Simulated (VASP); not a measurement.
Crystal: Co.

```
CELL_PARAMETERS angstrom
2.50384 0.00000 0.00000
-1.25192 2.16839 0.00000
0.00000 0.00000 4.09020
ATOMIC_POSITIONS crystal
Co 0.33333 0.66667 0.74014
Co 0.66667 0.33333 0.25986
```

Base run:

| Quantity | Value |
| --- | --- |
| Program | VASP 6.6.1 |
| Functional | r2SCAN |
| Potentials or basis | VASP PAW PBE potentials, release 64 (Co) |
| Cutoff | 520 eV |
| k mesh | 12 × 12 × 7 |
| Occupations | fermi-dirac, width 0.05 eV |
| Spin | collinear spin, ferromagnetic start |
| Starting moments | [2.0, 2.0] μB |

Its results: pressure -7.5 GPa; net moment 3.59 μB per cell; site moments Co +1.86 μB; largest force 0.129 eV/Å.

Problem. The run is repeated on the same cell with these changes: functional from r2SCAN to PBEsol. What comes out?

Solution. Pressure -13.6 GPa; net moment 3.28 μB per cell; site moments Co +1.66 μB; largest force 0.368 eV/Å.

Caveats: the PAW data sets were made with another functional, which shifts forces and pressure a little.
